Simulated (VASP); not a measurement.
A run of VASP 6.6.1 is set up as follows.

The input INCAR:

```
SYSTEM = Ca2BPb
PREC = Accurate
ENCUT = 520
EDIFF = 1E-7
ISMEAR = 0
SIGMA = 0.1
LREAL = .FALSE.
LASPH = .TRUE.
NELM = 80
ALGO = Fast
ISIF = 2
LWAVE = .FALSE.
LCHARG = .FALSE.
GGA = PE
NBANDS = 26
```

File KPOINTS:

```
regular mesh
0
G
  6 6 4
  0 0 0
```

File POSCAR:

```
Ca2BPb
1.0
    4.1081517300      0.0000000000      0.0000000000
   -2.0540758700      3.5577637600      0.0000000000
    0.0000000000      0.0000000000      5.4231558800
Ca B Pb
2 1 1
Direct
    0.3333333300      0.6666666700      0.7488930500
    0.3333333300      0.6666666700      0.2511069500
    0.6666666700      0.3333333300      0.0000000000
    0.0000000000      0.0000000000      0.0000000000
```

Potentials or basis: VASP PAW PBE potentials, release 64 (Ca_sv, B, Pb_d).

Run with:

```console
$ cat potpaw_PBE.64/Ca_sv/POTCAR potpaw_PBE.64/B/POTCAR potpaw_PBE.64/Pb_d/POTCAR > POTCAR
$ mpirun -np 1 vasp_std > vasp.out
```

(1) Predict the largest force.

(2) Predict the pressure.

Answers

(1) 3.414 eV/Å.

(2) 28.4 GPa.

Caveat: the cell stands under pressure; forces of over 1 eV/Å act on the atoms, so gaps and moduli don't describe the material at rest.
